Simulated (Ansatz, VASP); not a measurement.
**LuCO4: VASP beside Ansatz**

```
CELL_PARAMETERS angstrom
-3.27123 3.27123 2.87238
3.27123 -3.27123 2.87238
3.27123 3.27123 -2.87238
ATOMIC_POSITIONS crystal
Lu 0.87500 0.12500 0.75000
Lu 0.12500 0.87500 0.25000
C 0.62500 0.37500 0.25000
C 0.37500 0.62500 0.75000
O 0.64632 0.22820 0.41812
O 0.22820 0.31008 0.58188
O 0.31008 0.22820 0.08188
O 0.22820 0.64632 0.91812
O 0.35368 0.77180 0.58188
O 0.77180 0.35368 0.08188
O 0.68992 0.77180 0.91812
O 0.77180 0.68992 0.41812
```

Alike in both runs: functional r2SCAN; k mesh 5 × 5 × 5; no spin polarisation.

Ansatz relaxed the structure, and its values are those at the end. VASP's run is a single point on that final structure, the one shown.

```csv
,VASP,Ansatz
version,VASP 6.6.1,Ansatz 0.2.0
potentials or method,"VASP PAW PBE potentials, release 64 (Lu, C, O), cutoff 520 eV",PAW plane waves
occupations,"fermi-dirac, width 0.1 eV",fermi-dirac
valence electrons in the cell,106,106
```

```tsv
	VASP	Ansatz	Ansatz less VASP
pressure (GPa)	-0.9	-2.7	-1.79
rms of the force components (eV/Å)	0.076	0.000	-0.0763
```

VASP's potentials were made for PBE, not for r2SCAN. Ansatz's warnings: stress scf threshold loose.

Spin-orbit coupling is off throughout.
